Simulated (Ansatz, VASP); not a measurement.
# Two plane-wave programs on TiAl3

```
CELL_PARAMETERS angstrom
-1.87174 1.87174 4.09144
1.87174 -1.87174 4.09144
1.87174 1.87174 -4.09144
ATOMIC_POSITIONS crystal
Ti 0.00000 0.00000 0.00000
Al 0.50000 0.50000 0.00000
Al 0.75000 0.25000 0.50000
Al 0.25000 0.75000 0.50000
```

Alike in both runs: task single point; functional LDA; k mesh 16 × 16 × 16; occupations gaussian, width 0.15 eV; no spin polarisation.

```csv
,VASP,Ansatz
version,VASP 6.6.1,Ansatz 0.2.0
potentials or method,"VASP PAW LDA potentials, release 64 (Ti_sv, Al), cutoff 520 eV","scalar-relativistic, plane waves, PAW"
valence electrons in the cell,21,21
```

Ansatz gave:

```
gap on the k mesh at the Fermi level (eV)                     : none
pressure (GPa)                                                : 7.1
traceless stress, the component that is largest in VASP (GPa) : 3.57
```

Problem. Which values does VASP return?

Solution. gap on the k mesh at the Fermi level (eV): none; pressure (GPa): 7.3; traceless stress, the component that is largest in VASP (GPa): 3.56.

Ansatz warns that its potentials were made for another functional, while VASP's fit it. LDA's correlation is that of Perdew and Zunger in VASP and of Perdew and Wang (1992) in Ansatz. A gap of «none» marks a metal or a gap that the smearing closes.
